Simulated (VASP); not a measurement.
Runs of VASP 6.6.1 on MoH5. The structure is that of space group P4/mmm (No. 123), or close to it. The cells are those of the table. 

```csv
task,cell,k mesh,cutoff (eV),gap on the mesh (eV),pressure (GPa),largest force (eV/Å)
single point,"a = 2.422, b = 2.422, c = 10.261 Å, 6 atoms",8 × 8 × 2,520,none,-9.7,1.25
single point,"a = 2.718, b = 2.718, c = 4.784 Å, 6 atoms",14 × 14 × 8,520,none,-0.1,0.01
single point,"a = 2.700, b = 2.700, c = 4.826 Å, 6 atoms",6 × 6 × 4,520,none,-0.1,(a)
single point,"a = 2.747, b = 2.747, c = 4.628 Å, 6 atoms",8 × 8 × 2,520,none,-0.1,-
relaxation of cell and atoms,"relaxed from a = 2.747, b = 2.747, c = 4.628 Å, 6 atoms",6 × 6 × 4,600,none,0.6,0.04
```

Alike in all rows: level PBE; potentials or basis VASP PAW PBE potentials, release 64 (H, Mo_sv); no spin polarisation; smearing gaussian 0.1 eV.

**Question.** Estimate the missing entries.

**Answer.** (a) 0.02.

Caveats: some runs use coarse meshes; forces of over 1 eV/Å act on the atoms, so gaps and moduli don't describe the material at rest (some runs).

A k mesh can miss the band edges, and the runs leave out spin-orbit coupling on Mo.

A gap of «none» marks levels without a gap at the run's occupations.
